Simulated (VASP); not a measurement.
**InSe2: relaxation of cell and atoms with PBEsol**

The system is InSe2.

```
In Se
1.0
     3.89489    0.00000    0.00000
     0.00000    3.89489    0.00000
     0.00000    0.00000    9.62623
In Se
2 4
Cartesian
  0.0000 1.9474 6.8006
  1.9474 0.0000 2.8256
  0.0000 1.9474 3.5252
  1.9474 0.0000 6.1010
  0.0000 0.0000 0.0000
  1.9474 1.9474 0.0000
```

```yaml
Program: VASP 6.6.1
Task: relaxation of cell and atoms
Functional: PBEsol
Potentials_or_basis: VASP PAW PBE potentials, release 64 (In_d, Se)
Cutoff: 500 eV
k_mesh: 10 × 10 × 4
Occupations: gaussian, width 0.1 eV
Spin: no spin polarisation
Dipole_correction: no
Further_INCAR_settings: ALGO = Normal; EDIFF = 1e-07; IBRION = 2; EDIFFG = -0.01; NSW = 80; ISIF = 3
```

| Item | Value |
| --- | --- |
| Relaxed volume | 22.90 Å³/atom |
| Relaxed cell | a = 3.834 Å, b = 3.834 Å, c = 9.349 Å, α = 90.00°, β = 90.00°, γ = 90.00° |
| Space group after relaxing (to 0.1 Å) | P4/nmm (No. 129) |
| Energy gained by relaxing | 14.7 meV/atom |
| Ionic steps | 15 |
| Pressure after relaxing | 0.0 GPa |
| Largest force after relaxing | 0.009 eV/Å |
| Band gap on the k mesh | zero (bands 25 and 26 overlap by 2.35 eV) |

Forces on the atoms (eV/Å):
```
In   0.000  0.000 -0.009
In   0.000  0.000  0.009
Se   0.000  0.000 -0.009
Se   0.000  0.000  0.009
Se   0.000  0.000  0.000
Se   0.000  0.000  0.000
```

The path:
```
step  energy change (eV)  largest force (eV/Å)  pressure (GPa)  volume (Å³)
   1              0.0000                0.1024           -3.29       146.03
   2             -0.0575                0.1106            1.78       135.72
   3             -0.0796                0.0333           -0.15       139.11
   4             -0.0843                0.0201           -0.10       138.48
   5             -0.0876                0.0191            0.04       137.26
   6             -0.0876                0.0193            0.03       137.35
   7             -0.0876                0.0191            0.03       137.31
   8             -0.0877                0.0170           -0.02       137.40
   9             -0.0877                0.0186           -0.07       137.49
  10             -0.0878                0.0174           -0.06       137.47
  11             -0.0878                0.0151           -0.04       137.43
  12             -0.0879                0.0121            0.02       137.35
  13             -0.0879                0.0112            0.01       137.37
  14             -0.0879                0.0104            0.00       137.38
  15             -0.0880                0.0092            0.00       137.40
```

Final structure:
```cif
data_structure
_symmetry_space_group_name_H-M 'P 1'
_symmetry_Int_Tables_number 1
_cell_length_a 3.8335
_cell_length_b 3.8335
_cell_length_c 9.3494
_cell_angle_alpha 90.000
_cell_angle_beta 90.000
_cell_angle_gamma 90.000
_cell_volume 137.40
loop_
_atom_site_label
_atom_site_type_symbol
_atom_site_fract_x
_atom_site_fract_y
_atom_site_fract_z
_atom_site_occupancy
In1 In 0.00000 0.50000 0.70553 1
In2 In 0.50000 0.00000 0.29447 1
Se1 Se 0.00000 0.50000 0.36710 1
Se2 Se 0.50000 0.00000 0.63290 1
Se3 Se 0.00000 0.00000 0.00000 1
Se4 Se 0.50000 0.50000 0.00000 1
```

Levels at points of the mesh, in eV from the Fermi level:
```
           k point  band 22  band 23  band 24  band 25  band 26  band 27  band 28  band 29
(0.00, 0.00, 0.00)    -1.95    -1.78    -1.78     0.20     0.67     3.00     3.00     3.21
(0.50, 0.00, 0.00)    -2.00    -1.33    -1.33    -0.98    -0.98     1.90     1.90     3.09
(0.50, 0.50, 0.00)    -3.77    -1.58    -1.58    -1.03    -1.03     2.60     2.60     3.84
(0.00, 0.00, 0.50)    -1.70    -1.70    -0.95     0.20     0.75     2.00     3.01     3.01
(0.50, 0.00, 0.50)    -1.67    -1.00    -1.00    -0.94    -0.94     1.20     1.20     3.62
(0.50, 0.50, 0.50)    -3.56    -1.89    -1.89    -1.53    -1.53     3.62     3.62     4.78
```

Run time: 44 min on 1 thread of AMD EPYC 7R43 64-Core Processor (Zen 3), with other jobs on the host, peak memory 0.35 GiB.

Caveat: the PAW data sets were made with another functional, which shifts forces and pressure a little; spin-orbit coupling is left out, which moves the levels of the heavy elements.
